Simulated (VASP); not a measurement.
## AlP: single point with PBE+D3(BJ)

Crystal: AlP.

```
Al P
1.0
     0.00000    2.76504    2.76504
     2.76504    0.00000    2.76504
     2.76504    2.76504    0.00000
Al P
1 1
Direct
  0.00000 0.00000 0.00000
  0.75000 0.75000 0.75000
```

This cell differs from its parent crystal: volume scaled by 1.04.

| Quantity | Value |
| --- | --- |
| Program | VASP 6.6.1 |
| Task | single point |
| Functional | PBE |
| Dispersion | D3(BJ) |
| Potentials or basis | VASP PAW PBE potentials, release 64 (Al, P) |
| Cutoff | 500 eV |
| k mesh | 8 × 8 × 8 |
| Occupations | gaussian, width 0.05 eV |
| Spin | no spin polarisation |

```json
{
 "Pressure": "-3.5 GPa",
 "Band gap on the k mesh": "1.65 eV, indirect (least direct gap 2.98 eV)",
 "Dispersion energy per atom": "-0.295 eV"
}
```

Levels at points of the mesh, in eV from the valence-band top:
| k point | band 1 | band 2 | band 3 | band 4 | band 5 | band 6 | band 7 | band 8 |
| --- | --- | --- | --- | --- | --- | --- | --- | --- |
| (0.00, 0.00, 0.00) | -11.29 | 0.00 | 0.00 | 0.00 | 2.98 | 4.51 | 4.51 | 4.51 |
| (0.50, 0.00, 0.00) | -9.70 | -5.36 | -0.74 | -0.74 | 2.67 | 4.81 | 4.81 | 8.17 |
| (0.50, 0.50, 0.00) | -9.08 | -5.18 | -2.02 | -2.02 | 1.65 | 2.48 | 10.74 | 10.74 |

Run time: 21 s on 1 thread of Intel(R) Xeon(R) Platinum 8488C (Sapphire Rapids), on a shared host, peak memory 0.17 GiB.

Caveat: three body term missing. A k mesh can miss the band edges.
